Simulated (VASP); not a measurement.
Write the native input for VASP 6.6.1 that does the following.

| Item | Value |
| --- | --- |
| Task | relaxation of cell and atoms |
| Functional | PBE |
| Potentials or basis | VASP PAW PBE potentials, release 64 (Cu, Re) |
| Cutoff | 600 eV |
| k mesh | 8 × 8 × 8 |
| Occupations | gaussian, width 0.1 eV |
| Spin | no spin polarisation |
| Dipole correction | no |
| Further INCAR settings | ALGO = Normal; EDIFF = 1e-06; IBRION = 2; EDIFFG = -0.04; NSW = 90; ISIF = 3 |

The structure of CuRe2 lies in POSCAR:

```
CuRe2
1.0
   -1.5977465227      1.5977465227      3.9194719385
    1.5977465227     -1.5977465227      3.9194719385
    1.5977465227      1.5977465227     -3.9194719385
Cu Re
1 2
Direct
    0.0000000000      0.0000000000      0.0000000000
    0.6650000000      0.6650000000      0.0000000000
    0.3350000000      0.3350000000      0.0000000000
```

One way to write it, as run:

INCAR

```
SYSTEM = CuRe2
ALGO = Normal
EDIFF = 1E-6
EDIFFG = -0.04
ENCUT = 600
GGA = PE
IBRION = 2
ISIF = 3
ISMEAR = 0
LASPH = .True.
LCHARG = .False.
LREAL = .False.
LWAVE = .False.
NELM = 100
NSW = 90
PREC = Accurate
SIGMA = 0.1
```

KPOINTS

```
k-points
0
Gamma
  8 8 8
  0 0 0
```

Potentials or basis: VASP PAW PBE potentials, release 64 (Cu, Re).

Launch:

```sh
$ cat potpaw_PBE.64/Cu/POTCAR potpaw_PBE.64/Re/POTCAR > POTCAR
$ mpirun -np 1 vasp_std > vasp.out
```

It gave:

```
Relaxed volume                        : 14.00 Å³/atom
Relaxed cell                          : a = 4.748 Å, b = 4.748 Å, c = 4.748 Å, α = 141.03°, β = 141.03°, γ = 56.29°
Space group after relaxing (to 0.1 Å) : I4/mmm (No. 139)
Energy gained by relaxing             : 85.8 meV/atom
Ionic steps                           : 12
Pressure after relaxing               : 0.1 GPa
Largest force after relaxing          : 0.022 eV/Å
Band gap on the k mesh                : zero (an odd number of electrons rules out a gap without spin polarisation)
```

Caveat: spin-orbit coupling is left out, which moves the levels of the heavy elements.

Run time: 8.6 min on 1 thread of Intel(R) Xeon(R) Platinum 8488C (Sapphire Rapids), on a shared host, peak memory 0.24 GiB.
